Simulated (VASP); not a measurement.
# Cd (Pm-3m) in VASP: further runs, part 2 of 2

VASP 6.6.1.

## 4. Relaxation of cell and atoms, PBEsol

This run uses another cell than the first one, of 23.64 Å³/atom.

The input, INCAR:

```
SYSTEM = Cd
PREC = Accurate
ENCUT = 600
EDIFF = 1E-6
ISMEAR = 1
SIGMA = 0.1
LREAL = .FALSE.
LASPH = .TRUE.
NELM = 80
ALGO = Normal
ISIF = 3
LWAVE = .FALSE.
LCHARG = .FALSE.
GGA = PS
IBRION = 2
NSW = 80
EDIFFG = -0.02
```

The input, KPOINTS:

```
Automatic mesh
0
G
  14 14 14
  0 0 0
```

The input, POSCAR:

```
Cd
1.0
    2.8700000000      0.0000000000      0.0000000000
    0.0000000000      2.8700000000      0.0000000000
    0.0000000000      0.0000000000      2.8700000000
Cd
1
Direct
    0.0000000000      0.0000000000      0.0000000000
```

Started as:

```console
$ cat potpaw_PBE.64/Cd/POTCAR > POTCAR
$ mpirun -np 1 vasp_std > vasp.out
```

Run time: 32 s. Hardware: 1 thread of Intel Xeon Platinum 8488C (Sapphire Rapids), shared host; peak memory 0.16 GiB.

It converged, with:

```
Free energy                           : -1.0149 eV
Relaxed volume                        : 24.69 Å³/atom
Relaxed cell                          : a = 2.912 Å, b = 2.912 Å, c = 2.912 Å, α = 90.00°, β = 90.00°, γ = 90.00°
Space group after relaxing (to 0.1 Å) : Pm-3m (No. 221)
Energy gained by relaxing             : 6.2 meV/atom
Ionic steps                           : 2
Pressure after relaxing               : -0.1 GPa
Band gap on the k mesh                : zero (bands 6 and 7 overlap by 7.06 eV)
```

Step by step:
```tsv
step	energy change (eV)	largest force (eV/Å)	pressure (GPa)	volume (Å³)
1	0.0000	0.0000	2.05	23.64
2	-0.0062	0.0000	-0.06	24.69
```

Final structure:
```yaml
crystal:
  lattice:
    - [2.91189, 0.00000, 0.00000]
    - [0.00000, 2.91189, 0.00000]
    - [0.00000, 0.00000, 2.91189]
  atoms:
    - { symbol: Cd, position: [0.00000, 0.00000, 0.00000] }
```

Levels at points of the mesh, in eV from the Fermi level:
```csv
k point,band 4,band 5,band 6,band 7,band 8,band 9
"(0.00, 0.00, 0.00)",-8.03,-8.03,-7.89,10.31,10.31,10.31
"(0.50, 0.00, 0.00)",-8.50,-7.99,-2.59,-2.29,14.41,14.41
"(0.50, 0.50, 0.00)",-8.43,-7.61,1.21,1.21,2.22,5.90
"(0.50, 0.50, 0.50)",-7.59,-7.59,4.77,4.77,4.77,8.16
```

Caveat: the PAW data sets were made with another functional, which shifts forces and pressure a little.

## 5. Relaxation of cell and atoms, PBEsol, target pressure 5 GPa, at which the enthalpy is minimised

This run uses another cell than the first one, of 23.64 Å³/atom.

The input, INCAR:

```
SYSTEM = Cd
  ALGO = Normal
  EDIFF = 1E-6
  EDIFFG = -0.02
  ENCUT = 600
  GGA = PS
  IBRION = 2
  ISIF = 3
  ISMEAR = 1
  LASPH = .TRUE.
  LCHARG = .FALSE.
  LREAL = .FALSE.
  LWAVE = .FALSE.
  NELM = 60
  NSW = 80
  PREC = Accurate
  PSTRESS = 50.0
  SIGMA = 0.1
```

The input, KPOINTS:

```
k-points
0
G
  14 14 14
  0 0 0
```

POSCAR is that of step 4.

Started as:

```console
$ cat potpaw_PBE.64/Cd/POTCAR > POTCAR
$ mpirun -np 1 vasp_std > vasp.out
```

Wall time 29 s (1 thread of Intel Xeon Platinum 8488C (Sapphire Rapids), shared host); peak memory 0.17 GiB.

The run converged. Its results:

```yaml
Free_energy: -0.9851 eV
Relaxed_volume: 22.55 Å³/atom
Relaxed_cell: a = 2.825 Å, b = 2.825 Å, c = 2.825 Å, α = 90.00°, β = 90.00°, γ = 90.00°
Space_group_after_relaxing_to_0.1_Å: Pm-3m (No. 221)
Energy_change_on_relaxing_the_run_minimises_the_enthalpy: +23.6 meV/atom
Ionic_steps: 3
Pressure_after_relaxing: 5.0 GPa
Band_gap_on_the_k_mesh: zero (bands 6 and 7 overlap by 7.59 eV)
```

The path:
```tsv
step	energy change (eV)	largest force (eV/Å)	pressure (GPa)	volume (Å³)
1	0.0000	0.0000	2.05	23.64
2	0.0363	0.0000	6.19	22.18
3	0.0236	0.0000	5.00	22.55
```

Final structure:
```cif
data_structure
_symmetry_space_group_name_H-M 'P 1'
_symmetry_Int_Tables_number 1
_cell_length_a 2.8251
_cell_length_b 2.8251
_cell_length_c 2.8251
_cell_angle_alpha 90.000
_cell_angle_beta 90.000
_cell_angle_gamma 90.000
_cell_volume 22.55
loop_
_atom_site_label
_atom_site_type_symbol
_atom_site_fract_x
_atom_site_fract_y
_atom_site_fract_z
_atom_site_occupancy
Cd1 Cd 0.00000 0.00000 0.00000 1
```

Levels at points of the mesh, in eV from the Fermi level:
```
           k point  band 4  band 5  band 6  band 7  band 8  band 9
(0.00, 0.00, 0.00)   -8.11   -8.11   -8.11   10.86   10.86   10.86
(0.50, 0.00, 0.00)   -8.68   -8.06   -2.68   -2.53   15.37   15.39
(0.50, 0.50, 0.00)   -8.58   -7.61    1.13    1.13    2.76    6.11
(0.50, 0.50, 0.50)   -7.58   -7.58    5.05    5.05    5.05    8.58
```

Caveat: the cell is relaxed towards a set pressure, so the run minimises the enthalpy, not the energy; the PAW data sets were made with another functional, which shifts forces and pressure a little.

## 6. Relaxation of cell and atoms, PBEsol, target pressure 10 GPa, at which the enthalpy is minimised

This run uses another cell than the first one, of 23.64 Å³/atom.

The input, INCAR:

```
ALGO = Normal
EDIFF = 1E-7
EDIFFG = -0.02
ENCUT = 600
GGA = PS
IBRION = 2
ISIF = 3
ISMEAR = 1
LASPH = True
LCHARG = False
LREAL = False
LWAVE = False
NELM = 80
NSW = 80
PREC = Accurate
PSTRESS = 100.0
SIGMA = 0.1
```

The input, KPOINTS:

```
k-points
0
Gamma
  14 14 14
```

POSCAR is that of step 5.

Potentials or basis: VASP PAW PBE potentials, release 64 (Cd).

Started as:

```console
$ cat potpaw_PBE.64/Cd/POTCAR > POTCAR
$ mpirun -np 1 vasp_std > vasp.out
```

It took 43 s on 1 thread of Intel Xeon Platinum 8488C (Sapphire Rapids), shared host; peak memory 0.17 GiB.

The run converged. Its results:

```
Free energy                                                : -0.9244 eV
Relaxed volume                                             : 21.22 Å³/atom
Relaxed cell                                               : a = 2.769 Å, b = 2.769 Å, c = 2.769 Å, α = 90.00°, β = 90.00°, γ = 90.00°
Space group after relaxing (to 0.1 Å)                      : Pm-3m (No. 221)
Energy change on relaxing (the run minimises the enthalpy) : +84.2 meV/atom
Ionic steps                                                : 3
Pressure after relaxing                                    : 9.9 GPa
Band gap on the k mesh                                     : zero (bands 6 and 7 overlap by 7.73 eV)
```

Step by step:
```tsv
step	energy change (eV)	largest force (eV/Å)	pressure (GPa)	volume (Å³)
1	0.0000	0.0000	2.05	23.64
2	0.1987	0.0000	17.25	19.85
3	0.0842	0.0000	9.92	21.22
```

Final structure:
```yaml
crystal:
  lattice:
    - [2.76858, 0.00000, 0.00000]
    - [0.00000, 2.76858, 0.00000]
    - [0.00000, 0.00000, 2.76858]
  atoms:
    - { symbol: Cd, position: [0.00000, 0.00000, 0.00000] }
```

Levels at points of the mesh, in eV from the Fermi level:
| k point | band 4 | band 5 | band 6 | band 7 | band 8 | band 9 |
| --- | --- | --- | --- | --- | --- | --- |
| (0.00, 0.00, 0.00) | -8.16 | -8.16 | -8.16 | 11.24 | 11.24 | 11.24 |
| (0.50, 0.00, 0.00) | -8.81 | -8.11 | -2.95 | -2.48 | 15.64 | 16.08 |
| (0.50, 0.50, 0.00) | -8.71 | -7.61 | 1.08 | 1.08 | 3.16 | 6.26 |
| (0.50, 0.50, 0.50) | -7.57 | -7.57 | 5.26 | 5.26 | 5.26 | 8.59 |

Caveat: the cell is relaxed towards a set pressure, so the run minimises the enthalpy, not the energy; the PAW data sets were made with another functional, which shifts forces and pressure a little.

## 7. Relaxation of cell and atoms, PBEsol, target pressure 20 GPa, at which the enthalpy is minimised

This run uses another cell than the first one, of 23.64 Å³/atom.

The input, INCAR:

```
PREC = Accurate ; ENCUT = 600
EDIFF = 1E-7 ; ISMEAR = 1
SIGMA = 0.1 ; LREAL = F
LASPH = T ; NELM = 60
ALGO = Normal ; ISIF = 3
LWAVE = F ; LCHARG = F
GGA = PS ; IBRION = 2
NSW = 80 ; EDIFFG = -0.02
PSTRESS = 200.0
```

The input, KPOINTS:

```
Automatic mesh
0
Gamma
  14 14 14
```

POSCAR is that of step 6.

Started as:

```console
$ cat potpaw_PBE.64/Cd/POTCAR > POTCAR
$ mpirun -np 1 vasp_std > vasp.out
```

Wall time 1.7 min (1 thread of Intel Xeon Platinum 8488C (Sapphire Rapids), shared host); peak memory 0.17 GiB.

Results (log left out):

| Item | Value |
| --- | --- |
| Free energy | -0.7624 eV |
| Relaxed volume | 19.44 Å³/atom |
| Relaxed cell | a = 2.689 Å, b = 2.689 Å, c = 2.689 Å, α = 90.00°, β = 90.00°, γ = 90.00° |
| Space group after relaxing (to 0.1 Å) | Pm-3m (No. 221) |
| Energy change on relaxing (the run minimises the enthalpy) | +246.3 meV/atom |
| Ionic steps | 7 |
| Pressure after relaxing | 20.0 GPa |
| Band gap on the k mesh | zero (bands 6 and 7 overlap by 7.95 eV) |

Step by step:
| step | energy change (eV) | largest force (eV/Å) | pressure (GPa) | volume (Å³) |
| --- | --- | --- | --- | --- |
| 1 | 0.0000 | 0.0000 | 2.05 | 23.64 |
| 2 | 1.1784 | 0.0000 | 68.30 | 15.69 |
| 3 | 0.2247 | 0.0000 | 18.77 | 19.62 |
| 4 | 0.2404 | 0.0000 | 19.66 | 19.49 |
| 5 | 0.2500 | 0.0000 | 20.21 | 19.41 |
| 6 | 0.2419 | 0.0000 | 19.73 | 19.47 |
| 7 | 0.2463 | 0.0000 | 20.01 | 19.44 |

Final structure:
```
Cd
1.0
     2.68883    0.00000    0.00000
     0.00000    2.68883    0.00000
     0.00000    0.00000    2.68883
Cd
1
Direct
  0.00000 0.00000 0.00000
```

Levels at points of the mesh, in eV from the Fermi level:
| k point | band 2 | band 3 | band 4 | band 5 | band 6 | band 7 | band 8 | band 9 | band 10 |
| --- | --- | --- | --- | --- | --- | --- | --- | --- | --- |
| (0.00, 0.00, 0.00) | -10.78 | -9.65 | -8.27 | -8.27 | -8.27 | 11.80 | 11.80 | 11.80 | 16.22 |
| (0.50, 0.00, 0.00) | -9.86 | -9.04 | -9.04 | -8.20 | -3.38 | -2.37 | 16.02 | 17.11 | 17.11 |
| (0.50, 0.50, 0.00) | -10.04 | -8.91 | -8.91 | -7.61 | 0.99 | 0.99 | 3.79 | 6.50 | 20.70 |
| (0.50, 0.50, 0.50) | -10.18 | -10.18 | -7.57 | -7.57 | 5.58 | 5.58 | 5.58 | 8.56 | 11.24 |

Caveat: the cell is relaxed towards a set pressure, so the run minimises the enthalpy, not the energy; the volume moved by over 15 % at a fixed basis, so the end points are rough; the PAW data sets were made with another functional, which shifts forces and pressure a little.

## 8. Overview

| task | cell | cutoff (eV) | gap on the mesh (eV) | pressure (GPa) |
| --- | --- | --- | --- | --- |
| single point | a = 2.821 Å, 1 atom | 520 | none | 5.5 |
| single point | a = 2.907 Å, 1 atom | 520 | none | 0.3 |
| relaxation of cell and atoms | relaxed from a = 2.870 Å, 1 atom | 600 | none | -0.1 |
| relaxation of cell and atoms | relaxed to 5 GPa from a = 2.870 Å, 1 atom | 600 | none | 5.0 |
| relaxation of cell and atoms | relaxed to 10 GPa from a = 2.870 Å, 1 atom | 600 | none | 9.9 |
| relaxation of cell and atoms | relaxed to 20 GPa from a = 2.870 Å, 1 atom | 600 | none | 20.0 |

Alike in all rows: level PBEsol; potentials or basis VASP PAW PBE potentials, release 64 (Cd); no spin polarisation; k mesh 14 × 14 × 14; smearing methfessel-paxton 0.1 eV.

Caveats: the PAW data sets were made with another functional, which shifts forces and pressure a little; the cell is relaxed towards a set pressure, so the run minimises the enthalpy, not the energy (at least some runs); the cell stands under pressure (at least some runs); the volume moved by over 15 % at a fixed basis, so the end points are rough (at least some runs).

Absolute energies hang on the potentials; compare differences alone.
